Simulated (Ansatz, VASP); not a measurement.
**One calculation of Hf8H, two programs**

The input INCAR:

```
SYSTEM = Hf8H
PREC = Accurate
ENCUT = 600
EDIFF = 1E-6
ISMEAR = 0
SIGMA = 0.1
LREAL = .FALSE.
LASPH = .TRUE.
NELM = 60
ALGO = Normal
ISIF = 3
LWAVE = .FALSE.
LCHARG = .FALSE.
GGA = PE
IBRION = 2
NSW = 90
EDIFFG = -0.025
```

File KPOINTS:

```
Automatic mesh
0
G
  6 6 6
  0 0 0
```

File POSCAR:

```
Hf8H
1.0
    0.0000000000      4.4995885807      4.4995885807
    4.4995885807      0.0000000000      4.4995885807
    4.4995885807      4.4995885807      0.0000000000
Hf H
8 1
Direct
    0.0000000000      0.0000000000      0.0000000000
   -0.0071470604     -0.0071470604      0.5071470604
   -0.0071470604      0.5071470604     -0.0071470604
   -0.0071470604      0.5071470604      0.5071470604
    0.5071470604     -0.0071470604     -0.0071470604
    0.5071470604     -0.0071470604      0.5071470604
    0.5071470604      0.5071470604     -0.0071470604
    0.5000000000      0.5000000000      0.5000000000
    0.2500000000      0.2500000000      0.2500000000
```

Input for Ansatz:

```yaml
crystal:
  lattice:
    - [0.0, 4.4995885807, 4.4995885807]
    - [4.4995885807, 0.0, 4.4995885807]
    - [4.4995885807, 4.4995885807, 0.0]
  atoms:
    - { symbol: Hf, position: [0.0, 0.0, 0.0] }
    - { symbol: Hf, position: [-0.0071470604, -0.0071470604, 0.5071470604] }
    - { symbol: Hf, position: [-0.0071470604, 0.5071470604, -0.0071470604] }
    - { symbol: Hf, position: [-0.0071470604, 0.5071470604, 0.5071470604] }
    - { symbol: Hf, position: [0.5071470604, -0.0071470604, -0.0071470604] }
    - { symbol: Hf, position: [0.5071470604, -0.0071470604, 0.5071470604] }
    - { symbol: Hf, position: [0.5071470604, 0.5071470604, -0.0071470604] }
    - { symbol: Hf, position: [0.5, 0.5, 0.5] }
    - { symbol: H, position: [0.25, 0.25, 0.25] }
basis:
  ecutwfc: 420
kpoints:
  mp_grid: { grid: [6, 6, 6] }
hamiltonian:
  xc: pbe
scf:
  occupations: { method: gaussian, width: 0.1 }
output:
  forces: true
  stress: true
  eigenvalues: true
relax:
  adjacent_minimum: "off"
  f_tol: 0.025
  max_steps: 70
  cell: { stress_tol: 0.12 }
```

Alike in both runs: task relaxation of cell and atoms; functional PBE; k mesh 6 × 6 × 6; occupations gaussian, width 0.1 eV; no spin polarisation.

|  | VASP | Ansatz |
| --- | --- | --- |
| version | VASP 6.6.1 | Ansatz 0.2.0 |
| potentials or method | VASP PAW PBE potentials, release 64 (Hf_pv, H), cutoff 600 eV | scalar-relativistic, plane waves, PAW |
| valence electrons in the cell | 81 | 209 |

|  | VASP | Ansatz | Ansatz less VASP |
| --- | --- | --- | --- |
| gap on the k mesh at the Fermi level, each at its own relaxed structure (eV) | none | none | - |
| relaxed volume (Å³/atom) | 20.05 | 20.16 | +0.101 |
| relaxed length of the cell vector where the two differ most in proportion (Å) | 6.343 | 6.354 | +0.0106 |

A gap of «none» marks a metal or a gap that the smearing closes. VASP's potentials hold 81 valence electrons a cell and Ansatz's 209, so a difference there can come from the potentials and not from the codes.

Spin-orbit coupling is off throughout.
